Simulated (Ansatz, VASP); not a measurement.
**One calculation of TiC, two programs**

INCAR

```
PREC     = Accurate       # precision mode
ENCUT    = 520            # plane-wave cutoff, eV
EDIFF    = 1E-7           # SCF threshold, eV
ISMEAR   = 0              # smearing method
SIGMA    = 0.15           # smearing width, eV
LREAL    = F              # projectors in reciprocal space
LASPH    = T              # aspherical terms in the spheres
NELM     = 60             # most SCF steps
ALGO     = Normal         # electronic algorithm
ISIF     = 2              # what is computed and relaxed
LWAVE    = F              # write WAVECAR
LCHARG   = F              # write CHGCAR
GGA      = PS             # functional
NBANDS   = 15             # bands
```

The input KPOINTS:

```
Automatic mesh
0
Gamma
  20 20 20
```

Contents of POSCAR:

```
TiC
1.0
    0.0000000000      2.3508543472      1.8336663908
    2.3508543472      0.0000000000      1.8336663908
    2.3508543472      2.3508543472      0.0000000000
Ti C
1 1
Direct
    0.0000000000      0.0000000000      0.0000000000
    0.5000000000      0.5000000000      0.5000000000
```

Input for Ansatz:

```yaml
crystal:
  lattice:
    - [0.0, 2.3508543472, 1.8336663908]
    - [2.3508543472, 0.0, 1.8336663908]
    - [2.3508543472, 2.3508543472, 0.0]
  atoms:
    - { symbol: Ti, position: [0.0, 0.0, 0.0] }
    - { symbol: C, position: [0.5, 0.5, 0.5] }
basis:
  ecutwfc: 420
kpoints:
  mp_grid: { grid: [20, 20, 20] }
hamiltonian:
  xc: pbesol
scf:
  occupations: { method: gaussian, width: 0.15 }
output:
  forces: true
  stress: true
  eigenvalues: true
```

Alike in both runs: task single point; functional PBEsol; k mesh 20 × 20 × 20; occupations gaussian, width 0.15 eV; no spin polarisation.

```csv
,VASP,Ansatz
version,VASP 6.6.1,Ansatz 0.2.0
potentials or method,"VASP PAW PBE potentials, release 64 (Ti_sv, C), cutoff 520 eV","scalar-relativistic, plane waves, PAW"
valence electrons in the cell,16,16
```

VASP gave:

- gap on the k mesh at the Fermi level (eV): none
- pressure (GPa): 24.2
- traceless stress, the component that is largest in VASP (GPa): 102.67

Estimate Ansatz's values.

gap on the k mesh at the Fermi level (eV): none; pressure (GPa): 24.2; traceless stress, the component that is largest in VASP (GPa): 102.80.

VASP's potentials were made for PBE, not for PBEsol. A gap of «none» marks a metal or a gap that the smearing closes.
